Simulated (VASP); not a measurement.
# PbF2 (Fm-3m) in VASP: further runs

Aim: see how the results for PbF2 move with the level of theory and the settings. Levels: RPBE+D3(BJ), PBEsol+D4. Tasks: single point.

Everything below comes from runs of VASP 6.6.1. Logs are shortened: lines on timing, memory, paths and dates and some standing lists are left out, and cuts for length are marked.

### 1 The cell of the first run

The structure is cubic, space group Fm-3m (No. 225). Conventional cell: a = 5.849 Å, b = 5.849 Å, c = 5.849 Å, α = 90.00°, β = 90.00°, γ = 90.00°. Within 3.3 Å of Pb (site symmetry m-3m) lie 8 F at 2.53 Å. Within 3.3 Å of F (site symmetry -43m) lie 4 Pb at 2.53 Å and 6 F at 2.92 Å.

### 2 Single point, RPBE+D3(BJ)

INCAR

```
PREC     = Accurate       # precision mode
ENCUT    = 600            # plane-wave cutoff, eV
EDIFF    = 1E-6           # SCF threshold, eV
ISMEAR   = -1             # smearing method
SIGMA    = 0.05           # smearing width, eV
LREAL    = False          # projectors in reciprocal space
LASPH    = True           # aspherical terms in the spheres
NELM     = 120            # most SCF steps
ALGO     = Normal         # electronic algorithm
ISIF     = 2              # what is computed and relaxed
LWAVE    = False          # write WAVECAR
LCHARG   = False          # write CHGCAR
GGA      = RP             # functional
IVDW     = 12             # dispersion correction
NBANDS   = 21             # bands
GGA_COMPAT= False
```

KPOINTS

```
regular mesh
0
Gamma
  8 8 8
```

POSCAR

```
PbF2
1.0
    0.0000000000      2.9247382958      2.9247382958
    2.9247382958      0.0000000000      2.9247382958
    2.9247382958      2.9247382958      0.0000000000
Pb F
1 2
Direct
    0.0000000000      0.0000000000      0.0000000000
    0.7500000000      0.7500000000      0.7500000000
    0.2500000000      0.2500000000      0.2500000000
```

Potentials or basis: VASP PAW PBE potentials, release 64 (Pb_d, F).

The run is started by

```bash
cat potpaw_PBE.64/Pb_d/POTCAR potpaw_PBE.64/F/POTCAR > POTCAR
mpirun -np 1 vasp_std > vasp.out
```

OUTCAR:

```text
PREC = Accurate
   ENCUT = 600
   EDIFF = 1E-6
   ISMEAR = -1
   LREAL = False
   LASPH = True
   NELM = 120
   ISIF = 2
   GGA = RP
   IVDW = 12
 IVDW          = 12

 ion  position               nearest neighbor table
   1  0.000  0.000  0.000-   2 2.53   2 2.53   2 2.53   3 2.53   3 2.53   3 2.53   3 2.53   2 2.53

   2  0.750  0.750  0.750-   1 2.53   1 2.53   1 2.53   1 2.53
   3  0.250  0.250  0.250-   1 2.53   1 2.53   1 2.53   1 2.53

  LATTYP: Found a face centered cubic cell.
 ALAT       =     5.8494765916

  Lattice vectors:

 A1 = (   0.0000000000,   2.9247382958,   2.9247382958)
 A2 = (   2.9247382958,   0.0000000000,   2.9247382958)
 A3 = (   2.9247382958,   2.9247382958,   0.0000000000)

Analysis of symmetry for initial positions (statically):
=====================================================================
 Subroutine PRICEL returns:
 Original cell was already a primitive cell.

 Routine SETGRP: Setting up the symmetry group for a
 face centered cubic supercell.

 Subroutine GETGRP returns: Found 48 space group operations
 (whereof 48 operations were pure point group operations)
 out of a pool of 48 trial point group operations.

The static configuration has the point symmetry O_h .

Analysis of symmetry for dynamics (positions and initial velocities):
=====================================================================
 Subroutine PRICEL returns:
 Original cell was already a primitive cell.

 Routine SETGRP: Setting up the symmetry group for a
 face centered cubic supercell.

 Subroutine GETGRP returns: Found 48 space group operations
 (whereof 48 operations were pure point group operations)
 out of a pool of 48 trial point group operations.

The dynamic configuration has the point symmetry O_h .

 Subroutine INISYM returns: Found 48 space group operations
 (whereof 48 operations are pure point group operations),
 and found     1 'primitive' translations

----------------------------------------------------------------------------------------

                                     Primitive cell

  volume of cell :      50.0370

  direct lattice vectors                    reciprocal lattice vectors
     0.000000000  2.924738296  2.924738296    -0.170955467  0.170955467  0.170955467
[... 82 lines left out ...]
   ISPIN  =      1    spin polarized calculation?
   LNONCOLLINEAR =      F non collinear calculations
   LSORBIT =      F    spin-orbit coupling
   LASPH  =      T    aspherical Exc in radial PAW
   ENCUT  =  600.0 eV  44.10 Ry    6.64 a.u.   8.26  8.26  8.26*2*pi/ulx,y,z
   NELM   =    120;   NELMIN=  2; NELMDL= -5     # of ELM steps
   EDIFF  = 0.1E-05   stopping-criterion for ELM
   LREAL  =      F    real-space projection
   EDIFFG = 0.1E-04   stopping-criterion for IOM
   NSW    =      0    number of steps for IOM
   IBRION =     -1    ionic relax: 0-MD 1-quasi-New 2-CG
   NFREE  =      0    steps in history (QN), initial steepest desc. (CG)
   ISIF   =      2    stress and relaxation
   ISYM   =      2    0-nonsym 1-usesym 2-fastsym
   POTIM  = 0.5000    time-step for ionic-motion
   TEBEG  =    0.0;   TEEND  =   0.0 temperature during run
   PSTRESS=    0.0 pullay stress
   NELECT =      28.0000    total number of electrons
   NUPDOWN=      -1.0000    fix difference up-down
   EMIN   =  10.00;   EMAX   =-10.00  energy-range for DOS
   EFERMI =   0.00;   METHOD = LEGACY
   ISMEAR =    -1;   SIGMA  =   0.05  broadening in eV -4-tet -1-fermi 0-gaus
   EFERMI_NEDOS =   21; number of points for ismear=-14 and -15
   IALGO  =     38    algorithm
   IMIX   =      4    mixing-type and parameters
     AMIX     =   0.40;   BMIX     =  1.00
     AMIX_MAG =   1.60;   BMIX_MAG =  1.00
  volume/ion in A,a.u.               =      16.68       112.56
  Fermi-wavevector in a.u.,A,eV,Ry     =   1.349058  2.549349 24.762011  1.819956
  Thomas-Fermi vector in A             =   2.476676
   LORBIT       =      0    0 simple, 1 ext, 2 COOP (PROOUT), +10 PAW based schemes
   GGA     = RP    functional components
   LHFCALC =     F    Hartree Fock is set to
   AEXX    =    0.0000 exact exchange contribution
   IVDW    =    12    specifies the selected vdW correction
   LEPSILON=     F    determine dielectric tensor
   LRPA    =     F    only Hartree local field effects (RPA)
 non-spin polarized calculation
  energy-cutoff  :      600.00
  volume of cell :       50.04
 maximum number of plane-waves:      1700
 NGX is ok and might be reduce to    36
   NGX = 17   NGY = 17   NGZ = 17

 number of electron      28.0000008 magnetization

 Free energy of the ion-electron system (eV)
  ---------------------------------------------------
  ext. energy  EPLUGINS =         0.00000000
  ---------------------------------------------------
  free energy    TOTEN  =       -13.37650379 eV

  energy without entropy =      -13.37650379  energy(sigma->0) =      -13.37650379

 E-fermi :   3.6952     XC(G=0):  -9.2506

 val. band max:        2.5874670777   @ k =  -0.2500   0.5000   0.2500
 cond. band min:       7.1221956115   @ k =   0.5000   0.5000   0.0000
 fundamental gap:      4.5347285339
 Fermi energy:         3.6952170623

 k-point     1 :       0.0000    0.0000    0.0000
  band No.  band energies     occupation
      1     -18.9587      2.00000
      2     -18.2841      2.00000
      3     -12.0038      2.00000
      4     -12.0038      2.00000
      5     -12.0038      2.00000
      6     -11.9382      2.00000
[... 565 lines left out ...]
     20      19.1298      0.00000
     21      19.5280      0.00000

 [... further k-points ...]

------------------------ aborting loop because EDIFF is reached ----------------------------------------

 Edisp (eV)   -1.97379

 E8    (eV) :    -1.2122

  FORCE on cell =-STRESS in cart. coord.  units (eV):
  Direction    XX          YY          ZZ          XY          YZ          ZX
  --------------------------------------------------------------------------------------
  -------------------------------------------------------------------------------------
  Total      -0.08701    -0.08701    -0.08701     0.00000     0.00000    -0.00000
  in kB      -2.78614    -2.78614    -2.78614     0.00000     0.00000    -0.00000
  external pressure =       -2.79 kB  Pullay stress =        0.00 kB

 VOLUME and BASIS-vectors are now :
 -----------------------------------------------------------------------------
  energy-cutoff  :      600.00
  volume of cell :       50.04
      direct lattice vectors                 reciprocal lattice vectors
     0.000000000  2.924738296  2.924738296    -0.170955467  0.170955467  0.170955467
     2.924738296  0.000000000  2.924738296     0.170955467 -0.170955467  0.170955467
     2.924738296  2.924738296  0.000000000     0.170955467  0.170955467 -0.170955467

 POSITION                                       TOTAL-FORCE (eV/Angst)
 -----------------------------------------------------------------------------------
      0.00000      0.00000      0.00000        -0.000000     -0.000000      0.000000
      4.38711      4.38711      4.38711         0.000000      0.000000      0.000000
      1.46237      1.46237      1.46237        -0.000000     -0.000000     -0.000000
 -----------------------------------------------------------------------------------
    total drift:                                0.000000      0.000000      0.000000

  FREE ENERGIE OF THE ION-ELECTRON SYSTEM (eV)
  ---------------------------------------------------
  free  energy   TOTEN  =       -15.3502904940 eV

  energy  without entropy=      -15.3502904939  energy(sigma->0) =      -15.35029049
```

It took 19 s on 1 thread of AMD EPYC 9R45 (Zen 5), shared host; peak memory 0.19 GiB.

Results:

```yaml
Free_energy: -15.3503 eV
Pressure: -0.3 GPa
Band_gap_on_the_k_mesh: 4.53 eV (least direct gap 4.68 eV)
Dispersion_energy_per_atom: -0.658 eV
```

Caveat: the PAW data sets were made with another functional, which shifts forces and pressure a little; spin-orbit coupling is left out, which moves the levels of the heavy elements.

### 3 Single point, PBEsol+D4

This run uses another cell than the first one, of 16.96 Å³/atom.

INCAR

```
PREC = Accurate
ENCUT = 600
EDIFF = 1E-6
ISMEAR = -1
SIGMA = 0.05
LREAL = F
LASPH = T
NELM = 120
ALGO = Normal
ISIF = 2
LWAVE = F
LCHARG = F
GGA = PS
IVDW = 13
NBANDS = 21
GGA_COMPAT = F
```

KPOINTS

```
Automatic mesh
0
Gamma
  8 8 8
```

POSCAR

```
PbF2
1.0
    0.0000000000      2.9408613298      2.9408613298
    2.9408613298      0.0000000000      2.9408613298
    2.9408613298      2.9408613298      0.0000000000
Pb F
1 2
Direct
    0.0000000000      0.0000000000      0.0000000000
    0.7500000000      0.7500000000      0.7500000000
    0.2500000000      0.2500000000      0.2500000000
```

Potentials or basis: VASP PAW PBE potentials, release 64 (Pb_d, F).

The run is started by

```bash
cat potpaw_PBE.64/Pb_d/POTCAR potpaw_PBE.64/F/POTCAR > POTCAR
mpirun -np 1 vasp_std > vasp.out
```

It took 23 s on 1 thread of AMD EPYC 9R45 (Zen 5), shared host; peak memory 0.18 GiB.

It converged, with:

| Quantity | Value |
| --- | --- |
| Free energy | -15.2520 eV |
| Pressure | -0.2 GPa |
| Band gap on the k mesh | 4.30 eV (least direct gap 4.45 eV) |
| Dispersion energy per atom | -0.104 eV |

Levels at points of the mesh, in eV from the valence-band top:
```tsv
k point	band 11	band 12	band 13	band 14	band 15	band 16	band 17	band 18
(0.00, 0.00, 0.00)	-2.63	-2.13	-2.13	-2.13	6.69	6.69	6.69	10.56
(0.50, 0.00, 0.00)	-2.87	-2.29	-2.29	-0.04	4.93	7.65	7.65	13.11
(0.50, 0.50, 0.00)	-1.68	-1.67	-1.67	-0.16	4.30	7.91	7.91	8.76
```

Caveat: the PAW data sets were made with another functional, which shifts forces and pressure a little; spin-orbit coupling is left out, which moves the levels of the heavy elements. A hybrid or GW would open this gap; PBEsol tends to underestimate it.
